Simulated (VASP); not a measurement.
# Cu (I4/mmm) in VASP: further runs, part 2 of 2

VASP 6.6.1.

## (5) Relaxation of cell and atoms, PBEsol+D3(BJ)

This run uses another cell than the first one, of 11.46 Å³/atom.

File INCAR:

```
SYSTEM = Cu
  ALGO = Normal
  EDIFF = 1E-7
  EDIFFG = -0.01
  ENCUT = 600
  GGA = PS
  IBRION = 2
  ISIF = 3
  ISMEAR = -1
  IVDW = 12
  LASPH = .TRUE.
  LCHARG = .FALSE.
  LREAL = .FALSE.
  LWAVE = .FALSE.
  NELM = 60
  NSW = 80
  PREC = Accurate
  SIGMA = 0.1
```

File KPOINTS:

```
k-points
0
G
  16 16 16
  0 0 0
```

File POSCAR:

```
Cu
1.0
   -1.4427900000      1.4427900000      1.3760800000
    1.4427900000     -1.4427900000      1.3760800000
    1.4427900000      1.4427900000     -1.3760800000
Cu
1
Direct
    0.0000000000      0.0000000000      0.0000000000
```

Potentials or basis: VASP PAW PBE potentials, release 64 (Cu).

The run is started by

```console
$ cat potpaw_PBE.64/Cu/POTCAR > POTCAR
$ mpirun -np 1 vasp_std > vasp.out
```

OUTCAR:

```text
SYSTEM = Cu
   EDIFF = 1E-7
   EDIFFG = -0.01
   ENCUT = 600
   GGA = PS
   IBRION = 2
   ISIF = 3
   ISMEAR = -1
   IVDW = 12
   LASPH = .TRUE.
   LREAL = .FALSE.
   NELM = 60
   NSW = 80
   PREC = Accurate
 IVDW          = 12

 ion  position               nearest neighbor table
   1  0.000  0.000  0.000-

  LATTYP: Found a body centered tetragonal cell.
 ALAT       =     2.8855800000
 C/A-ratio  =     0.9537631949

  Lattice vectors:

 A1 = (  -1.4427900000,   1.4427900000,   1.3760800000)
 A2 = (   1.4427900000,  -1.4427900000,   1.3760800000)
 A3 = (   1.4427900000,   1.4427900000,  -1.3760800000)

Analysis of symmetry for initial positions (statically):
=====================================================================
 Subroutine PRICEL returns:
 Original cell was already a primitive cell.

 Routine SETGRP: Setting up the symmetry group for a
 body centered tetragonal supercell.

 Subroutine GETGRP returns: Found 16 space group operations
 (whereof 16 operations were pure point group operations)
 out of a pool of 16 trial point group operations.

The static configuration has the point symmetry D_4h.

Analysis of symmetry for dynamics (positions and initial velocities):
=====================================================================
 Subroutine PRICEL returns:
 Original cell was already a primitive cell.

 Routine SETGRP: Setting up the symmetry group for a
 body centered tetragonal supercell.

 Subroutine GETGRP returns: Found 16 space group operations
 (whereof 16 operations were pure point group operations)
 out of a pool of 16 trial point group operations.

The dynamic configuration has the point symmetry D_4h.

 Subroutine INISYM returns: Found 16 space group operations
 (whereof 16 operations are pure point group operations),
 and found     1 'primitive' translations

----------------------------------------------------------------------------------------

                                     Primitive cell

  volume of cell :      11.4580

  direct lattice vectors                    reciprocal lattice vectors
    -1.442790000  1.442790000  1.376080000     0.000000000  0.346550780  0.363350968
     1.442790000 -1.442790000  1.376080000     0.346550780  0.000000000  0.363350968
     1.442790000  1.442790000 -1.376080000     0.346550780  0.346550780  0.000000000

  length of vectors
     2.461073370  2.461073370  2.461073370     0.502116888  0.502116888  0.490096813

  position of ions in fractional coordinates (direct lattice)
     0.000000000  0.000000000  0.000000000

  ion indices of the primitive-cell ions
   primitive index   ion index
                 1           1

----------------------------------------------------------------------------------------

 KPOINTS: k-points

Automatic generation of k-mesh.
 Grid dimensions read from file:
 generate k-points for:   16   16   16

 Generating k-lattice:

  Cartesian coordinates                     Fractional coordinates (reciprocal lattice)
     0.000000000  0.021659424  0.022709435     0.062500000  0.000000000  0.000000000
     0.021659424  0.000000000  0.022709435     0.000000000  0.062500000  0.000000000
     0.021659424  0.021659424  0.000000000     0.000000000  0.000000000  0.062500000

  Length of vectors
     0.031382305  0.031382305  0.030631051

  Shift w.r.t. Gamma in fractional coordinates (k-lattice)
     0.000000000  0.000000000  0.000000000

 Subroutine IBZKPT returns following result:
 ===========================================

 Found    349 irreducible k-points:

 Following reciprocal coordinates:
            Coordinates               Weight
  0.000000  0.000000  0.000000      1.000000
  0.062500  0.000000  0.000000      8.000000
  0.125000  0.000000  0.000000      8.000000
  0.187500  0.000000  0.000000      8.000000
  0.250000  0.000000  0.000000      8.000000
  0.312500  0.000000  0.000000      8.000000
[... 16 lines left out ...]
 -0.125000  0.062500 -0.000000     16.000000
 -0.062500  0.062500  0.000000      4.000000
 [... further k-points ...]
   k-points           NKPTS =    349   k-points in BZ     NKDIM =    349   number of bands    NBANDS=      9
   number of dos      NEDOS =    301   number of ions     NIONS =      1
   total plane-waves  NPLWV =   8000
   dimension x,y,z NGX =    20 NGY =   20 NGZ =   20
   dimension x,y,z NGXF=    40 NGYF=   40 NGZF=   40
   ions per type =               1
   NGX,Y,Z   is equivalent  to a cutoff of  13.51, 13.51, 13.51 a.u.
   NGXF,Y,Z  is equivalent  to a cutoff of  27.02, 27.02, 27.02 a.u.
 SYSTEM =  Cu
   PREC   = accura    normal or accurate (medium, high low for compatibility)
   ISTART =      0    job   : 0-new  1-cont  2-samecut
   ICHARG =      2    charge: 1-file 2-atom 10-const
   ISPIN  =      1    spin polarized calculation?
   LNONCOLLINEAR =      F non collinear calculations
   LSORBIT =      F    spin-orbit coupling
   LASPH  =      T    aspherical Exc in radial PAW
   ENCUT  =  600.0 eV  44.10 Ry    6.64 a.u.   4.92  4.92  4.92*2*pi/ulx,y,z
   NELM   =     60;   NELMIN=  2; NELMDL= -5     # of ELM steps
   EDIFF  = 0.1E-06   stopping-criterion for ELM
   LREAL  =      F    real-space projection
   EDIFFG = -.1E-01   stopping-criterion for IOM
   NSW    =     80    number of steps for IOM
   IBRION =      2    ionic relax: 0-MD 1-quasi-New 2-CG
   NFREE  =      1    steps in history (QN), initial steepest desc. (CG)
   ISIF   =      3    stress and relaxation
   ISYM   =      2    0-nonsym 1-usesym 2-fastsym
   POTIM  = 0.5000    time-step for ionic-motion
   TEBEG  =    0.0;   TEEND  =   0.0 temperature during run
   PSTRESS=    0.0 pullay stress
   NELECT =      11.0000    total number of electrons
   NUPDOWN=      -1.0000    fix difference up-down
   EMIN   =  10.00;   EMAX   =-10.00  energy-range for DOS
   EFERMI =   0.00;   METHOD = LEGACY
   ISMEAR =    -1;   SIGMA  =   0.10  broadening in eV -4-tet -1-fermi 0-gaus
   EFERMI_NEDOS =   21; number of points for ismear=-14 and -15
   IALGO  =     38    algorithm
   IMIX   =      4    mixing-type and parameters
     AMIX     =   0.40;   BMIX     =  1.00
     AMIX_MAG =   1.60;   BMIX_MAG =  1.00
  volume/ion in A,a.u.               =      11.46        77.32
  Fermi-wavevector in a.u.,A,eV,Ry     =   1.614987  3.051883 35.486493  2.608184
  Thomas-Fermi vector in A             =   2.709807
   LORBIT       =      0    0 simple, 1 ext, 2 COOP (PROOUT), +10 PAW based schemes
   GGA     = PS    functional components
   LHFCALC =     F    Hartree Fock is set to
   AEXX    =    0.0000 exact exchange contribution
   IVDW    =    12    specifies the selected vdW correction
   LEPSILON=     F    determine dielectric tensor
   LRPA    =     F    only Hartree local field effects (RPA)
 conjugate gradient relaxation of ions
 non-spin polarized calculation
  energy-cutoff  :      600.00
  volume of cell :       11.46
 maximum number of plane-waves:       400
   NGX =  9   NGY =  9   NGZ =  9

--------------------------------------- Ionic step        1  -------------------------------------------

 number of electron      11.0000000 magnetization

 Free energy of the ion-electron system (eV)
  ---------------------------------------------------
  ext. energy  EPLUGINS =         0.00000000
  ---------------------------------------------------
  free energy    TOTEN  =        -4.27310165 eV

  energy without entropy =       -4.26003419  energy(sigma->0) =       -4.26656792

------------------------ aborting loop because EDIFF is reached ----------------------------------------

 Edisp (eV)   -0.54055

 E8    (eV) :    -0.3527
[... 69 lines left out ...]
--------------------------------------- Ionic step        3  -------------------------------------------

 number of electron      11.0000002 magnetization

 Free energy of the ion-electron system (eV)
  ---------------------------------------------------
  ext. energy  EPLUGINS =         0.00000000
  ---------------------------------------------------
  free energy    TOTEN  =        -4.26034791 eV

  energy without entropy =       -4.24775526  energy(sigma->0) =       -4.25405159

 E-fermi :   8.4498     XC(G=0): -13.3843

 val. band max:        8.4462535813   @ k =   0.5000   0.2500   0.1250
 cond. band min:       8.4503347526   @ k =  -0.1250   0.4375   0.1250
 fundamental gap:      0.0040811713
 Fermi energy:         8.4497588474

 k-point     1 :       0.0000    0.0000    0.0000
  band No.  band energies     occupation
      1      -1.5799      2.00000
      2       4.9240      2.00000
      3       5.1366      2.00000
      4       5.1366      2.00000
      5       6.0815      2.00000
      6       6.3091      2.00000
      7      33.7767      0.00000
      8      33.7767      0.00000
      9      35.0459      0.00000
[... 265 lines left out ...]
 k-point    24 :      -0.0625    0.0625    0.0000
  band No.  band energies     occupation
      1      -1.4253      2.00000
      2       4.9265      2.00000
      3       5.1086      2.00000
      4       5.1990      2.00000
      5       6.0495      2.00000
      6       6.3060      2.00000
      7      31.9737      0.00000
      8      33.6756      0.00000
      9      34.7130      0.00000

 [... further k-points ...]

------------------------ aborting loop because EDIFF is reached ----------------------------------------

 Edisp (eV)   -0.56832

 E8    (eV) :    -0.3708
[... 24 lines left out ...]
  FREE ENERGIE OF THE ION-ELECTRON SYSTEM (eV)
  ---------------------------------------------------
  free  energy   TOTEN  =        -4.8286643842 eV

  energy  without entropy=       -4.8160717369  energy(sigma->0) =       -4.82236806

 reached required accuracy - stopping structural energy minimisation
```

OSZICAR:

```text
N       E                     dE             d eps       ncg     rms          rms(c)
DAV:   1     0.377447716702E+02    0.37745E+02   -0.62215E+03  6458   0.229E+03
[... 24 lines left out ...]
DAV:   1    -0.455145314288E+01   -0.32046E+00   -0.58616E+00  6554   0.672E+01    0.435E+00
DAV:   2    -0.433768312093E+01    0.21377E+00   -0.37227E+00  6590   0.454E+01    0.148E+00
DAV:   3    -0.426890981865E+01    0.68773E-01   -0.53636E-01  6569   0.180E+01    0.651E-01
DAV:   4    -0.426040524310E+01    0.85046E-02   -0.15676E-02  9401   0.193E+00    0.714E-02
DAV:   5    -0.426035129468E+01    0.53948E-04   -0.45405E-04  7148   0.506E-01    0.207E-02
DAV:   6    -0.426034768690E+01    0.36078E-05   -0.11605E-05  8861   0.615E-02    0.225E-03
DAV:   7    -0.426034791825E+01   -0.23135E-06   -0.37397E-07  4026   0.137E-02    0.119E-04
DAV:   8    -0.426034791217E+01    0.60877E-08   -0.21736E-08  3389   0.229E-03
   3 F= -.48286644E+01 E0= -.48223681E+01  d E =-.150164E-01
```

Run time: 2.2 min. Hardware: 1 thread of Intel Xeon 8259CL, shared host; peak memory 0.19 GiB.

What came out:

```
Free energy                           : -4.8287 eV
Relaxed volume                        : 10.90 Å³/atom
Relaxed cell                          : a = 2.421 Å, b = 2.421 Å, c = 2.421 Å, α = 108.21°, β = 108.21°, γ = 112.02°
Space group after relaxing (to 0.1 Å) : I4/mmm (No. 139)
Energy gained by relaxing             : 15.0 meV/atom
Ionic steps                           : 3
Pressure after relaxing               : 0.0 GPa
Band gap on the k mesh                : zero (an odd number of electrons rules out a gap without spin polarisation)
Dispersion energy per atom            : -0.568 eV
```

The path:
| step | energy change (eV) | largest force (eV/Å) | pressure (GPa) | volume (Å³) |
| --- | --- | --- | --- | --- |
| 1 | 0.0000 | 0.0000 | -8.18 | 11.46 |
| 2 | -0.0066 | 0.0000 | 7.29 | 10.52 |
| 3 | -0.0150 | 0.0000 | -0.02 | 10.90 |

Final structure:
```yaml
crystal:
  lattice:
    - [-1.41910, 1.41910, 1.35325]
    - [1.41910, -1.41910, 1.35325]
    - [1.41910, 1.41910, -1.35325]
  atoms:
    - { symbol: Cu, position: [0.00000, 0.00000, 0.00000] }
```

Levels at points of the mesh, in eV from the Fermi level:
```
           k point  band 3  band 4  band 5  band 6  band 7  band 8  band 9
(0.00, 0.00, 0.00)   -3.31   -3.31   -2.37   -2.14   25.33   25.33   26.60
(0.50, 0.00, 0.00)   -2.27   -2.03   -1.41   -0.71    4.95   17.72   18.04
(0.50, 0.50, 0.00)   -2.44   -2.18   -1.44   -1.10    4.41   18.99   19.53
(0.50, 0.50, 0.50)   -1.63   -1.63   -1.57    7.88    7.88    9.80   13.70
```

Caveat: the PAW data sets were made with another functional, which shifts forces and pressure a little.

## (6) Overview

```tsv
task	level	potentials or basis	cell	cutoff (eV)	gap on the mesh (eV)	pressure (GPa)	relaxed volume (Å³/atom)
single point	PBEsol+D3(BJ)	VASP PAW PBE potentials, release 64 (Cu)	a = 2.417 Å, angles 108.2, 108.2, 112.0°, 1 atom	520	none	0.8	-
relaxation of cell and atoms	LDA	VASP PAW LDA potentials, release 64 (Cu)	relaxed from a = 2.461 Å, angles 108.2, 108.2, 112.0°, 1 atom	600	none	0.0	10.99
relaxation of cell and atoms	PBEsol	VASP PAW PBE potentials, release 64 (Cu)	relaxed from a = 2.461 Å, angles 108.2, 108.2, 112.0°, 1 atom	600	none	0.0	11.42
relaxation of cell and atoms	PBEsol+D3(BJ)	VASP PAW PBE potentials, release 64 (Cu)	relaxed from a = 2.461 Å, angles 108.2, 108.2, 112.0°, 1 atom	600	none	0.0	10.90
```

Alike in all rows: no spin polarisation; k mesh 16 × 16 × 16; smearing fermi-dirac 0.1 eV.

Caveats: the PAW data sets were made with another functional, which shifts forces and pressure a little (at least some runs).

Total energies depend on the potentials used, so only differences within one code and one set of settings carry meaning.
